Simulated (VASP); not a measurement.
Runs of VASP 6.6.1 on Rh. The structure is that of space group P6_3/mmc (No. 194), or close to it. The cells are those of the table. This isn't the form of Rh at room conditions, which is fcc.

```tsv
task	cell	k mesh	cutoff (eV)	gap on the mesh (eV)	pressure (GPa)
single point	a = 2.667, b = 2.667, c = 8.698 Å, angles 90.0, 90.0, 120.0°, 4 atoms	18 × 18 × 6	520	none	2.9
single point	a = 2.595, b = 2.595, c = 8.884 Å, angles 90.0, 90.0, 120.0°, 4 atoms	24 × 24 × 6	520	none	(a)
single point	a = 2.635, b = 2.635, c = 8.597 Å, angles 90.0, 90.0, 120.0°, 4 atoms	18 × 18 × 6	520	none	15.0
single point	a = 2.595, b = 2.595, c = 8.894 Å, angles 90.0, 90.0, 120.0°, 4 atoms	24 × 24 × 6	520	none	14.8
relaxation of cell and atoms	relaxed to 15 GPa from a = 2.634, b = 2.634, c = 8.594 Å, angles 90.0, 90.0, 120.0°, 4 atoms	18 × 18 × 6	600	none	15.0
```

Alike in all rows: level PBEsol; potentials or basis VASP PAW PBE potentials, release 64 (Rh_pv); no spin polarisation; smearing gaussian 0.1 eV.

Q: Estimate the missing entries.

A: (a) 15.1.

Caveats: the PAW data sets were made with another functional, which shifts forces and pressure a little; the cell stands under pressure (at least some runs); the cell is relaxed towards a set pressure, so the run minimises the enthalpy, not the energy (at least some runs).

A k mesh can miss the band edges, and the runs leave out spin-orbit coupling on Rh.

A gap of «none» marks levels without a gap at the run's occupations.
